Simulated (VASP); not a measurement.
Set up this calculation in VASP 6.6.1, as the native input.

- Task: single point
- Functional: PBE
- Potentials or basis: VASP PAW PBE potentials, release 64 (In_d, As)
- Cutoff: 520 eV
- k mesh: 6 × 6 × 6
- Occupations: fermi-dirac, width 0.05 eV
- Spin: no spin polarisation
- Dipole correction: no
- Further INCAR settings: ALGO = Normal; EDIFF = 1e-06; NBANDS = 30

The structure of In3As lies in POSCAR:

```
In3As
1.0
    4.6969410947      0.0000000000      0.0000000000
    0.0000000000      4.6969410947      0.0000000000
    0.0000000000      0.0000000000      4.6969410947
In As
3 1
Direct
    0.5000000000      0.5000000000      0.0000000000
    0.5000000000      0.0000000000      0.5000000000
    0.0000000000      0.5000000000      0.5000000000
    0.0000000000      0.0000000000      0.0000000000
```

The input as run:

INCAR

```
SYSTEM = In3As
ALGO = Normal ; EDIFF = 1E-6
ENCUT = 520 ; GGA = PE
ISIF = 2 ; ISMEAR = -1
LASPH = .True. ; LCHARG = .False.
LREAL = .False. ; LWAVE = .False.
NBANDS = 30 ; NELM = 100
PREC = Accurate ; SIGMA = 0.05
```

KPOINTS

```
k-points
0
Gamma
  6 6 6
  0 0 0
```

Potentials or basis: VASP PAW PBE potentials, release 64 (In_d, As).

Launch:

```bash
$ cat potpaw_PBE.64/In_d/POTCAR potpaw_PBE.64/As/POTCAR > POTCAR
$ mpirun -np 1 vasp_std > vasp.out
```

It gave:

* Pressure: -0.1 GPa
* Band gap on the k mesh: zero (bands 22 and 23 overlap by 3.74 eV)

Caveat: spin-orbit coupling is left out, which moves the levels of the heavy elements.

Run time: 78 s on 1 thread of Intel Xeon 8259CL, on a shared host, peak memory 0.22 GiB.
